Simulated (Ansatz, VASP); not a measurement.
## WS2 in VASP and in Ansatz

```
W S
1.0
     3.13740    0.00000    0.00000
    -1.56870    2.71707    0.00000
     0.00000    0.00000   11.86655
W S
2 4
Direct
  0.33333 0.66667 0.75000
  0.66667 0.33333 0.25000
  0.33333 0.66667 0.11717
  0.66667 0.33333 0.61717
  0.33333 0.66667 0.38283
  0.66667 0.33333 0.88283
```

Alike in both runs: task single point; functional PBE; dispersion D3(BJ); k mesh 12 × 12 × 4; occupations gaussian, width 0.02 eV; no spin polarisation.

|  | VASP | Ansatz |
| --- | --- | --- |
| version | VASP 6.6.1 | Ansatz 0.2.0 |
| potentials or method | VASP PAW PBE potentials, release 64 (W_sv, S), cutoff 520 eV | scalar-relativistic, plane waves, PAW |
| valence electrons in the cell | 52 | 52 |

|  | VASP | Ansatz | Ansatz less VASP |
| --- | --- | --- | --- |
| gap on the k mesh at the Fermi level (eV) | 0.77 | 0.75 | -0.019 |
| least direct gap on the mesh (eV) | 1.87 | 1.87 | -0.003 |
| pressure (GPa) | 2.0 | 2.0 | +0.03 |

Neither program's run includes spin-orbit coupling.
